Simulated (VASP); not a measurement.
Set up this calculation in VASP 6.6.1, as the native input.

```
Task                   : single point
Functional             : r2SCAN
Potentials or basis    : VASP PAW PBE potentials, release 64 (Bi_d)
Cutoff                 : 520 eV
k mesh                 : 6 × 6 × 4
Occupations            : fermi-dirac, width 0.05 eV
Spin                   : no spin polarisation
Dipole correction      : no
Further INCAR settings : ALGO = Normal; EDIFF = 1e-06; NBANDS = 38
```

The system is Bi.

```xyz
4
Lattice="4.6584 0.0000 0.0000 0.0000 4.5264 0.0000 -0.3460 0.0000 6.5119" Properties=species:S:1:pos:R:3 pbc="T T T"
Bi    0.9120    1.1316    4.8757
Bi    3.4005    3.3948    1.6362
Bi    1.0780    1.1316    1.6207
Bi    3.2345    3.3948    4.8913
```

The input as run:

POSCAR

```
Bi
1.0
    4.6584121839      0.0000000000      0.0000000000
    0.0000000000      4.5263885800      0.0000000000
   -0.3459734563      0.0000000000      6.5119480672
Bi
4
Direct
    0.2513749200      0.2500000000      0.7487333800
    0.7486250800      0.7500000000      0.2512666200
    0.2498876900      0.2500000000      0.2488803300
    0.7501123100      0.7500000000      0.7511196700
```

INCAR.step1

```
PREC = Accurate
ENCUT = 520
ISMEAR = -1
SIGMA = 0.05
LREAL = False
LASPH = True
NELM = 100
NBANDS = 38
GGA = PE
ALGO = Normal
EDIFF = 1E-4
LWAVE = True
LCHARG = False
```

INCAR.step2

```
PREC = Accurate
ENCUT = 520
EDIFF = 1E-6
ISMEAR = -1
SIGMA = 0.05
LREAL = False
LASPH = True
NELM = 100
ALGO = Normal
ISIF = 2
LWAVE = False
LCHARG = False
METAGGA = R2SCAN
LMIXTAU = True
NBANDS = 38
ISTART = 1
```

KPOINTS

```
Automatic mesh
0
Gamma
  6 6 4
```

Potentials or basis: VASP PAW PBE potentials, release 64 (Bi_d).

Command:

```sh
$ cat potpaw_PBE.64/Bi_d/POTCAR > POTCAR
$ cp INCAR.step1 INCAR
$ mpirun -np 1 vasp_std > vasp.out
$ cp INCAR.step2 INCAR
$ mpirun -np 1 vasp_std > vasp.out
```

It gave:

```json
{"Pressure": "0.1 GPa", "Largest force": "0.004 eV/Å", "Band gap on the k mesh": "zero (bands 30 and 31 overlap by 0.36 eV)"}
```

Caveat: the PAW data sets were made with another functional, which shifts forces and pressure a little; spin-orbit coupling is left out, which moves the levels of the heavy elements.

Run time: 20 min on 1 thread of Oxide Virtual Turin-like Processor, with other jobs on the host, peak memory 0.35 GiB.
